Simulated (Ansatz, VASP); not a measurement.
One calculation of Ca2AlO, two programs

```
Ca Al O
1.0
     5.44627    0.00000    0.00000
     0.00000    5.44627    0.00000
     0.00000    0.00000    3.60998
Ca Al O
2 1 1
Direct
  0.00000 0.50000 0.00000
  0.50000 0.00000 0.00000
  0.50000 0.50000 0.00000
  0.00000 0.00000 0.00000
```

Alike in both runs: functional PBE; k mesh 8 × 8 × 12; occupations gaussian, width 0.1 eV; no spin polarisation.

Ansatz relaxed the structure, and its values are those at the end. VASP's run is a single point on that final structure, the one shown.

|  | VASP | Ansatz |
| --- | --- | --- |
| version | VASP 6.6.1 | Ansatz 0.2.0 |
| potentials or method | VASP PAW PBE potentials, release 64 (Ca_sv, Al, O), cutoff 520 eV | scalar-relativistic, plane waves, PAW |
| valence electrons in the cell | 29 | 29 |

```tsv
	VASP	Ansatz	Ansatz less VASP
gap on the k mesh at the Fermi level (eV)	none	none	-
pressure (GPa)	0.0	0.0	-0.04
```

A gap of «none» marks a metal or a gap that the smearing closes.
